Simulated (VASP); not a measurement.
Input of a VASP 6.6.1 run:

INCAR

```
PREC = Accurate
ENCUT = 600
EDIFF = 1E-7
ISMEAR = 0
SIGMA = 0.1
LREAL = F
LASPH = T
NELM = 80
ALGO = Fast
ISIF = 3
LWAVE = F
LCHARG = F
GGA = PS
IBRION = 2
NSW = 65
EDIFFG = -0.01
```

The input KPOINTS:

```
regular mesh
0
Gamma
  18 18 5
```

Contents of POSCAR:

```
Pt
1.0
    2.7252000919      0.0000000000      0.0000000000
   -1.3626000460      2.3600925100      0.0000000000
    0.0000000000      0.0000000000      9.4131933177
Pt
4
Direct
    0.0000000000      0.0000000000      0.0000000000
    0.3333333333      0.6666666667      0.2500000000
    0.0000000000      0.0000000000      0.5000000000
    0.6666666667      0.3333333333      0.7500000000
```

Potentials or basis: VASP PAW PBE potentials, release 64 (Pt).

Command:

```sh
$ cat potpaw_PBE.64/Pt/POTCAR > POTCAR
$ mpirun -np 1 vasp_std > vasp.out
```

Problem. Estimate the relaxed cell.

Solution. a = 2.747 Å, b = 2.747 Å, c = 9.215 Å, α = 90.00°, β = 90.00°, γ = 120.00°.

Problem. Estimate the relaxed volume.

Solution. 15.06 Å³/atom.

Problem. Estimate the space group after relaxing (to 0.1 Å).

Solution. P6_3/mmc (No. 194).

Final structure:
```
CELL_PARAMETERS angstrom
2.74731 0.00000 0.00000
-1.37365 2.37924 0.00000
0.00000 0.00000 9.21545
ATOMIC_POSITIONS crystal
Pt 0.00000 0.00000 0.00000
Pt 0.33333 0.66667 0.25000
Pt 0.00000 0.00000 0.50000
Pt 0.66667 0.33333 0.75000
```

Caveat: the highest band is partly filled, so the run has too few bands; the PAW data sets were made with another functional, which shifts forces and pressure a little.
